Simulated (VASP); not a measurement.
A run of VASP 6.6.1 is set up as follows.

The input POSCAR:

```
Rh
1.0
    0.0000000000      1.8900916028      1.8900916028
    1.8900916028      0.0000000000      1.8900916028
    1.8900916028      1.8900916028      0.0000000000
Rh
1
Direct
    0.0000000000      0.0000000000      0.0000000000
```

File INCAR.step1:

```
SYSTEM = Rh
PREC = Accurate
ENCUT = 550
ISMEAR = 0
SIGMA = 0.1
LREAL = .False.
LASPH = .True.
NELM = 120
NBANDS = 14
GGA = PE
ALGO = Normal
EDIFF = 1E-5
LWAVE = .True.
LCHARG = .False.
GGA_COMPAT = .False.
```

INCAR.step2

```
SYSTEM = Rh
PREC = Accurate
ENCUT = 550
EDIFF = 1E-6
ISMEAR = 0
SIGMA = 0.1
LREAL = .False.
LASPH = .True.
NELM = 120
ALGO = Normal
ISIF = 2
LWAVE = .False.
LCHARG = .False.
METAGGA = R2SCAN
LMIXTAU = .True.
NBANDS = 14
ISTART = 1
GGA_COMPAT = .False.
```

KPOINTS

```
regular mesh
0
Gamma
  18 18 18
  0 0 0
```

Potentials or basis: VASP PAW PBE potentials, release 64 (Rh_pv).

Command:

```bash
$ cat potpaw_PBE.64/Rh_pv/POTCAR > POTCAR
$ cp INCAR.step1 INCAR
$ mpirun -np 1 vasp_std > vasp.out
$ cp INCAR.step2 INCAR
$ mpirun -np 1 vasp_std > vasp.out
```

Question: What does it give for the band gap on the k mesh?

Answer: Zero (an odd number of electrons rules out a gap without spin polarisation).

Question: Predict the pressure.

Answer: 5.8 GPa.

Caveat: the cell stands under pressure; an empty level that is flat over the whole mesh can mark a ghost state of the potentials, or a narrow d or f band; the PAW data sets were made with another functional, which shifts forces and pressure a little.
